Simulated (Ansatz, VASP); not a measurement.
**One calculation of B, two programs**

File INCAR:

```
SYSTEM = B
PREC = Accurate ; ENCUT = 520
EDIFF = 1E-7 ; ISMEAR = 0
SIGMA = 0.1 ; LREAL = .False.
LASPH = .True. ; NELM = 80
ALGO = Normal ; ISIF = 2
LWAVE = .False. ; LCHARG = .False.
GGA = PE ; NBANDS = 18
```

File KPOINTS:

```
regular mesh
0
Gamma
  6 6 6
  0 0 0
```

The input POSCAR:

```
B
1.0
    3.8667158200      0.0000000000      0.0000000000
   -1.9333579100      3.3486741300      0.0000000000
    0.0000000000      0.0000000000      3.6607245000
B
6
Direct
    0.2340405300      0.4680810500      0.2500000000
    0.5319189500      0.7659594700      0.5833333300
    0.2340405300      0.7659594700      0.9166666700
    0.7659594700      0.5319189500      0.7500000000
    0.4680810500      0.2340405300      0.0833333300
    0.7659594700      0.2340405300      0.4166666700
```

Input for Ansatz:

```yaml
crystal:
  lattice:
    - [3.86671582, 0.0, 0.0]
    - [-1.93335791, 3.34867413, 0.0]
    - [0.0, 0.0, 3.6607245]
  atoms:
    - { symbol: B, position: [0.23404053, 0.46808105, 0.25] }
    - { symbol: B, position: [0.53191895, 0.76595947, 0.58333333] }
    - { symbol: B, position: [0.23404053, 0.76595947, 0.91666667] }
    - { symbol: B, position: [0.76595947, 0.53191895, 0.75] }
    - { symbol: B, position: [0.46808105, 0.23404053, 0.08333333] }
    - { symbol: B, position: [0.76595947, 0.23404053, 0.41666667] }
basis:
  ecutwfc: 420
kpoints:
  mp_grid: { grid: [6, 6, 6] }
hamiltonian:
  xc: pbe
scf:
  occupations: { method: gaussian, width: 0.1 }
  lower_state_search: "off"
output:
  forces: true
  stress: true
  eigenvalues: true
```

Alike in both runs: task single point; functional PBE; k mesh 6 × 6 × 6; occupations gaussian, width 0.1 eV; no spin polarisation.

```csv
,VASP,Ansatz
version,VASP 6.6.1,Ansatz 0.2.0
potentials or method,"VASP PAW PBE potentials, release 64 (B), cutoff 520 eV","scalar-relativistic, plane waves, PAW"
valence electrons in the cell,18,18
```

|  | VASP | Ansatz | Ansatz less VASP |
| --- | --- | --- | --- |
| gap on the k mesh at the Fermi level (eV) | none | none | - |
| rms of the force components (eV/Å) | 0.780 | 0.777 | -0.0033 |

Atom by atom the forces differ by 0.003 eV/Å (rms over components). A gap of «none» marks a metal or a gap that the smearing closes. The functional is the same, so the differences come from potentials, cutoffs and numerics.
